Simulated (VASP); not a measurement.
Write the native input for VASP 6.6.1 that does the following.

| Item | Value |
| --- | --- |
| Task | single point |
| Functional | PBE |
| Potentials or basis | VASP PAW PBE potentials, release 64 (As) |
| Cutoff | 520 eV |
| k mesh | 15 × 15 × 15 |
| Occupations | fermi-dirac, width 0.1 eV |
| Spin | no spin polarisation |
| Dipole correction | no |
| Further INCAR settings | ALGO = Normal; EDIFF = 1e-06; NBANDS = 8 |

The structure of As lies in POSCAR:

```
As
1.0
   -1.6360131337      1.6360131337      1.6360131337
    1.6360131337     -1.6360131337      1.6360131337
    1.6360131337      1.6360131337     -1.6360131337
As
1
Direct
    0.0000000000      0.0000000000      0.0000000000
```

This cell differs from its parent crystal: volume scaled by 0.92.

The input as run:

INCAR

```
PREC = Accurate
ENCUT = 520
EDIFF = 1E-6
ISMEAR = -1
SIGMA = 0.1
LREAL = False
LASPH = True
NELM = 100
ALGO = Normal
ISIF = 2
LWAVE = False
LCHARG = False
GGA = PE
NBANDS = 8
```

KPOINTS

```
Automatic mesh
0
Gamma
  15 15 15
```

Potentials or basis: VASP PAW PBE potentials, release 64 (As).

Launch:

```bash
$ cat potpaw_PBE.64/As/POTCAR > POTCAR
$ mpirun -np 1 vasp_std > vasp.out
```

Results of the run:

The pressure is 8.1 GPa.

Run time: 4.7 s on 1 thread of Intel Xeon 6975P-C, on a shared host, peak memory 0.14 GiB.
